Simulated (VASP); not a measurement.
# C (Cm) in VASP: a series of runs, part 3 of 3

VASP 6.6.1.

**6. Single point, r2SCAN (atom 1 (C) moved +0.100 Å along Cartesian [1 1 0])**

File POSCAR:

```
C
1.0
    0.0000000000     -4.2535130786      0.0000000000
   -2.4558424086     -2.1267565393     -3.5617636578
    2.4558424086     -2.1267565393     -3.5617636578
C
8
Direct
    0.8166720072      0.4856035799      0.5143964201
    0.8332960723      0.0000000000      0.0000000000
    0.3332960723      0.7500000000      0.2500000000
    0.3332960723      0.2500000000      0.7500000000
    0.1667039277      0.5000000000      0.5000000000
    0.1667039277      0.0000000000      1.0000000000
    0.6667039277      0.7500000000      0.2500000000
    0.6667039277      0.2500000000      0.7500000000
```

File INCAR.step1:

```
PREC = Accurate ; ENCUT = 520
ISMEAR = 0 ; SIGMA = 0.05
LREAL = F ; LASPH = T
NELM = 80 ; NBANDS = 26
GGA = PE ; ALGO = Normal
EDIFF = 1E-4 ; LWAVE = T
LCHARG = F
```

File INCAR.step2:

```
PREC = Accurate ; ENCUT = 520
EDIFF = 1E-6 ; ISMEAR = 0
SIGMA = 0.05 ; LREAL = F
LASPH = T ; NELM = 80
ALGO = Normal ; ISIF = 2
LWAVE = F ; LCHARG = F
METAGGA = R2SCAN ; LMIXTAU = T
NBANDS = 26 ; ISTART = 1
```

File KPOINTS:

```
regular mesh
0
Gamma
  8 8 8
```

Potentials or basis: VASP PAW PBE potentials, release 64 (C).

Started as:

```bash
$ cat potpaw_PBE.64/C/POTCAR > POTCAR
$ cp INCAR.step1 INCAR
$ mpirun -np 1 vasp_std > vasp.out
$ cp INCAR.step2 INCAR
$ mpirun -np 1 vasp_std > vasp.out
```

OUTCAR:

```text
PREC = Accurate
   ENCUT = 520
   EDIFF = 1E-6
   ISMEAR = 0
   LREAL = F
   LASPH = T
   NELM = 80
   ISIF = 2
   METAGGA = R2SCAN
   ISTART = 1

 ion  position               nearest neighbor table
   1  0.817  0.486  0.514-   8 1.32   7 1.45   5 1.49
   2  0.833  0.000  0.000-   8 1.42   7 1.42   6 1.42
   3  0.333  0.750  0.250-   6 1.42   5 1.42   7 1.42
   4  0.333  0.250  0.750-   5 1.42   6 1.42   8 1.42
   5  0.167  0.500  0.500-   4 1.42   3 1.42   1 1.49
   6  0.167  0.000  0.000-   3 1.42   4 1.42   2 1.42
   7  0.667  0.750  0.250-   2 1.42   3 1.42   1 1.45
   8  0.667  0.250  0.750-   1 1.32   2 1.42   4 1.42

  LATTYP: Found a body centered orthorhombic cell.
 ALAT       =     4.2535130786
 B/A-ratio  =     1.1547360326
 C/A-ratio  =     1.6747397231

  Lattice vectors:

 A1 = (   2.4558424086,   2.1267565393,   3.5617636578)
 A2 = (  -2.4558424086,  -2.1267565393,   3.5617636578)
 A3 = (   2.4558424086,  -2.1267565393,  -3.5617636578)

Analysis of symmetry for initial positions (statically):
[... 183 lines left out ...]
  energy without entropy =      -79.15211450  energy(sigma->0) =      -79.15213612

 E-fermi :   4.2535     XC(G=0): -10.7130

 val. band max:        4.1781828502   @ k =   0.0000  -0.2500   0.1250
 cond. band min:       4.3183988485   @ k =   0.0000  -0.3750   0.3750
 fundamental gap:      0.1402159983
 Fermi energy:         4.2534864112

 k-point     1 :       0.0000    0.0000    0.0000
  band No.  band energies     occupation
      1     -16.7773      2.00000
      2     -12.2646      2.00000
      3     -11.9261      2.00000
      4     -11.1121      2.00000
      5      -9.6802      2.00000
      6      -7.4525      2.00000
[... 685 lines left out ...]
     25      14.8378      0.00000
     26      15.2487      0.00000

 [... further k-points ...]
[... 5 lines left out ...]
  --------------------------------------------------------------------------------------
  -------------------------------------------------------------------------------------
  Total        2.2617955      0.4498638     -0.0215114      1.0045646      0.0000000      0.0000000
  in kB       48.6990569      9.6860841     -0.4631662     21.6294310      0.0000000      0.0000000
  external PRESSURE =      19.3073250 kB  Pullay stress =       0.0000000 kB

 VOLUME and BASIS-vectors are now :
 -----------------------------------------------------------------------------
  energy-cutoff  :      520.00
  volume of cell :       74.41
      direct lattice vectors                 reciprocal lattice vectors
     0.000000000 -4.253513079  0.000000000     0.000000000 -0.235099783  0.140379893
    -2.455842409 -2.126756539 -3.561763658    -0.203596126  0.000000000 -0.140379893
     2.455842409 -2.126756539 -3.561763658     0.203596126  0.000000000 -0.140379893

 POSITION                                       TOTAL-FORCE (eV/Angst)
 -----------------------------------------------------------------------------------
      0.07071     -5.60048     -3.56176        -5.444934     -4.623437      0.000000
      0.00000     -3.54444      0.00000         0.726226     -0.378265      0.000000
     -1.22792     -3.54444     -3.56176         0.006395      0.361090      0.000000
      1.22792     -3.54444     -3.56176        -0.035280      0.550014      0.000000
      0.00000     -2.83583     -3.56176         0.867493      1.351118      0.000000
      0.00000     -0.70908      0.00000        -0.178110      0.247462      0.000000
     -1.22792     -4.96259     -3.56176         1.068390      0.539150      0.000000
      1.22792     -4.96259     -3.56176         2.989821      1.952869      0.000000
 -----------------------------------------------------------------------------------
    total drift:                               -0.000044     -0.000004      0.000001

  FREE ENERGIE OF THE ION-ELECTRON SYSTEM (eV)
  ---------------------------------------------------
  free  energy   TOTEN  =       -79.1521577352 eV

  energy  without entropy=      -79.1521145004  energy(sigma->0) =      -79.15213612
```

OSZICAR.step1:

```text
N       E                     dE             d eps       ncg     rms          rms(c)
DAV:   1     0.970729364773E+02    0.97073E+02   -0.15641E+04  7800   0.113E+03
DAV:   2    -0.703009778205E+02   -0.16737E+03   -0.15575E+03  9960   0.239E+02
DAV:   3    -0.783739669412E+02   -0.80730E+01   -0.79942E+01 10468   0.503E+01
DAV:   4    -0.784856725481E+02   -0.11171E+00   -0.11152E+00 10038   0.672E+00
DAV:   5    -0.784884523405E+02   -0.27798E-02   -0.27778E-02 10316   0.102E+00    0.129E+01
DAV:   6    -0.746112225483E+02    0.38772E+01   -0.35136E+00  8526   0.921E+00    0.755E+00
DAV:   7    -0.733777982895E+02    0.12334E+01   -0.38961E+00  8718   0.951E+00    0.221E+00
DAV:   8    -0.733955387543E+02   -0.17740E-01   -0.10412E-01  9884   0.159E+00    0.635E-01
DAV:   9    -0.733989370302E+02   -0.33983E-02   -0.46112E-03  9498   0.416E-01    0.910E-02
DAV:  10    -0.733994584644E+02   -0.52143E-03   -0.46228E-04  9524   0.136E-01    0.438E-02
DAV:  11    -0.733995586854E+02   -0.10022E-03   -0.85592E-05  6980   0.601E-02    0.139E-02
DAV:  12    -0.733995709841E+02   -0.12299E-04   -0.22799E-05  5946   0.292E-02
   1 F= -.73399571E+02 E0= -.73399544E+02  d E =-.532982E-04
```

Wall time 27 min (1 thread of Oxide Virtual Turin-like, shared host); peak memory 0.29 GiB.

What came out:

| Property | Result |
| --- | --- |
| Free energy | -79.1522 eV |
| Pressure | 1.9 GPa |
| Largest force | 7.143 eV/Å |

Forces on the atoms (eV/Å):
```
C   -5.445 -4.623  0.000
C    0.726 -0.378  0.000
C    0.006  0.361  0.000
C   -0.035  0.550  0.000
C    0.867  1.351  0.000
C   -0.178  0.247  0.000
C    1.068  0.539  0.000
C    2.990  1.953  0.000
```

Stress tensor (GPa, compression positive):
```
 4.87  2.16  0.00
 2.16  0.97  0.00
 0.00  0.00 -0.05
```

Caveat: the cell differs from its parent crystal (atom 1 (C) moved +0.100 Å along Cartesian [1 1 0]); the PAW data sets were made with another functional, which shifts forces and pressure a little.

**7. Single point, r2SCAN (atom 1 (C) moved -0.075 Å along Cartesian [1 1 0])**

Changes to POSCAR since step 6:

```diff
@@ -8,3 +8,3 @@
 Direct
-    0.8166720072      0.4856035799      0.5143964201
+    0.8457641211      0.5107973151      0.4892026849
     0.8332960723      0.0000000000      0.0000000000
```

File INCAR.step1:

```
PREC     = Accurate       # precision mode
ENCUT    = 520            # plane-wave cutoff, eV
ISMEAR   = 0              # smearing method
SIGMA    = 0.05           # smearing width, eV
LREAL    = F              # projectors in reciprocal space
LASPH    = T              # aspherical terms in the spheres
NELM     = 80             # most SCF steps
NBANDS   = 26             # bands
GGA      = PE             # functional
ALGO     = Normal         # electronic algorithm
EDIFF    = 1E-4           # SCF threshold, eV
LWAVE    = T              # write WAVECAR
LCHARG   = F              # write CHGCAR
```

File INCAR.step2:

```
PREC     = Accurate       # precision mode
ENCUT    = 520            # plane-wave cutoff, eV
EDIFF    = 1E-7           # SCF threshold, eV
ISMEAR   = 0              # smearing method
SIGMA    = 0.05           # smearing width, eV
LREAL    = F              # projectors in reciprocal space
LASPH    = T              # aspherical terms in the spheres
NELM     = 80             # most SCF steps
ALGO     = Normal         # electronic algorithm
ISIF     = 2              # what is computed and relaxed
LWAVE    = F              # write WAVECAR
LCHARG   = F              # write CHGCAR
METAGGA  = R2SCAN         # meta-GGA
LMIXTAU  = T            
NBANDS   = 26             # bands
ISTART   = 1
```

KPOINTS is that of step 6.

Started as:

```bash
$ cat potpaw_PBE.64/C/POTCAR > POTCAR
$ cp INCAR.step1 INCAR
$ mpirun -np 1 vasp_std > vasp.out
$ cp INCAR.step2 INCAR
$ mpirun -np 1 vasp_std > vasp.out
```

Wall time 28 min (1 thread of Oxide Virtual Turin-like, shared host); peak memory 0.29 GiB.

The run converged. Its results:

```
Free energy   : -79.3223 eV
Pressure      : 1.3 GPa
Largest force : 4.489 eV/Å
```

Forces in eV/Å, atoms in the order of the input:
```
C    2.934  3.397  0.000
C   -0.514  0.290  0.000
C   -0.051 -0.346  0.000
C    0.046 -0.360  0.000
C   -0.560 -1.557  0.000
C    0.130 -0.188  0.000
C   -0.829 -0.365  0.000
C   -1.157 -0.871  0.000
```

Stress tensor (GPa, compression positive):
```
 0.71 -0.74  0.00
-0.74  3.25  0.00
 0.00  0.00 -0.12
```

Caveat: the cell differs from its parent crystal (atom 1 (C) moved -0.075 Å along Cartesian [1 1 0]); the PAW data sets were made with another functional, which shifts forces and pressure a little.

**8. Summary**

| cell | pressure (GPa) | largest force (eV/Å) |
| --- | --- | --- |
| as given, atomic positions A | 1.0 | 3.35 |
| as given, atomic positions B | 0.7 | 1.55 |
| as given, atomic positions C | 1.7 | 5.89 |
| as given, atomic positions D | 1.4 | 5.18 |
| as given, atomic positions E | 1.9 | 7.14 |
| as given, atomic positions F | 1.3 | 4.49 |

Alike in all rows: task single point; level r2SCAN; potentials or basis VASP PAW PBE potentials, release 64 (C); no spin polarisation; k mesh 8 × 8 × 8; cutoff (eV) 520; smearing gaussian 0.05 eV.

Caveats: the PAW data sets were made with another functional, which shifts forces and pressure a little.

Total energies depend on the potentials used, so only differences within one code and one set of settings carry meaning.
